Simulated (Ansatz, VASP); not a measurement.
**NaPt in VASP and in Ansatz**

Contents of INCAR:

```
SYSTEM = NaPt
PREC = Accurate ; ENCUT = 520
EDIFF = 1E-6 ; ISMEAR = 0
SIGMA = 0.15 ; LREAL = .False.
LASPH = .True. ; NELM = 80
ALGO = Normal ; ISIF = 2
LWAVE = .False. ; LCHARG = .False.
GGA = CA ; NBANDS = 16
```

The input KPOINTS:

```
regular mesh
0
Gamma
  18 18 10
  0 0 0
```

Contents of POSCAR:

```
NaPt
1.0
    2.6735000000      0.0000000000      0.0000000000
   -1.3367500000      2.3153189170      0.0000000000
    0.0000000000      0.0000000000      4.4196000000
Na Pt
1 1
Direct
    0.6666666667      0.3333333333      0.5000000000
    0.3333333333      0.6666666667      0.0000000000
```

Input for Ansatz:

```yaml
crystal:
  lattice:
    - [2.6735, 0.0, 0.0]
    - [-1.33675, 2.315318917, 0.0]
    - [0.0, 0.0, 4.4196]
  atoms:
    - { symbol: Na, position: [0.6666666667, 0.3333333333, 0.5] }
    - { symbol: Pt, position: [0.3333333333, 0.6666666667, 0.0] }
basis:
  ecutwfc: 520.0
kpoints:
  mp_grid: { grid: [18, 18, 10] }
hamiltonian:
  xc: lda
  pseudopotentials: { kind: paw }
scf:
  occupations: { method: gaussian, width: 0.15 }
output:
  forces: true
  stress: true
  eigenvalues: true
```

Alike in both runs: task single point; functional LDA; k mesh 18 × 18 × 10; occupations gaussian, width 0.15 eV; no spin polarisation.

|  | VASP | Ansatz |
| --- | --- | --- |
| version | VASP 6.6.1 | Ansatz 0.2.0 |
| potentials or method | VASP PAW LDA potentials, release 64 (Na_pv, Pt), cutoff 520 eV | scalar-relativistic, plane waves, PAW |
| valence electrons in the cell | 17 | 27 |

|  | VASP | Ansatz | Ansatz less VASP |
| --- | --- | --- | --- |
| gap on the k mesh at the Fermi level (eV) | none | none | - |
| pressure (GPa) | 23.2 | 22.6 | -0.68 |
| traceless stress, the component that is largest in VASP (GPa) | 3.72 | 3.93 | +0.200 |

LDA's correlation is that of Perdew and Zunger in VASP and of Perdew and Wang (1992) in Ansatz. A gap of «none» marks a metal or a gap that the smearing closes. VASP's potentials hold 17 valence electrons a cell and Ansatz's 27, so a difference there can come from the potentials and not from the codes.

Neither program's run includes spin-orbit coupling.
